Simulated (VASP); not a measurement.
Wanted: the native input for a VASP 6.6.1 run.

```yaml
Task: single point
Functional: LDA
Potentials_or_basis: VASP PAW LDA potentials, release 64 (K_sv, Cl)
Cutoff: 520 eV
k_mesh: 6 × 6 × 6
Occupations: gaussian, width 0.01 eV
Spin: no spin polarisation
Dipole_correction: no
Further_INCAR_settings: ALGO = Normal; EDIFF = 1e-07; NBANDS = 15
```

The structure of KCl lies in POSCAR:

```
KCl
1.0
    0.0000000000      3.0393342611      3.0393342611
    3.0393342611      0.0000000000      3.0393342611
    3.0393342611      3.0393342611      0.0000000000
K Cl
1 1
Direct
    0.0000000000      0.0000000000      0.0000000000
    0.5000000000      0.5000000000      0.5000000000
```

These files were run (other wordings do the same):

INCAR

```
PREC = Accurate
ENCUT = 520
EDIFF = 1E-7
ISMEAR = 0
SIGMA = 0.01
LREAL = False
LASPH = True
NELM = 60
ALGO = Normal
ISIF = 2
LWAVE = False
LCHARG = False
NBANDS = 15
```

KPOINTS

```
regular mesh
0
Gamma
  6 6 6
```

Potentials or basis: VASP PAW LDA potentials, release 64 (K_sv, Cl).

Launch:

```sh
$ cat potpaw_LDA.64/K_sv/POTCAR potpaw_LDA.64/Cl/POTCAR > POTCAR
$ mpirun -np 1 vasp_std > vasp.out
```

Results of the run:

- Pressure: 0.1 GPa
- Band gap on the k mesh: 5.11 eV

It took 7.2 s on 1 thread of Intel(R) Xeon(R) Platinum 8488C (Sapphire Rapids), with other jobs on the host, peak memory 0.15 GiB.
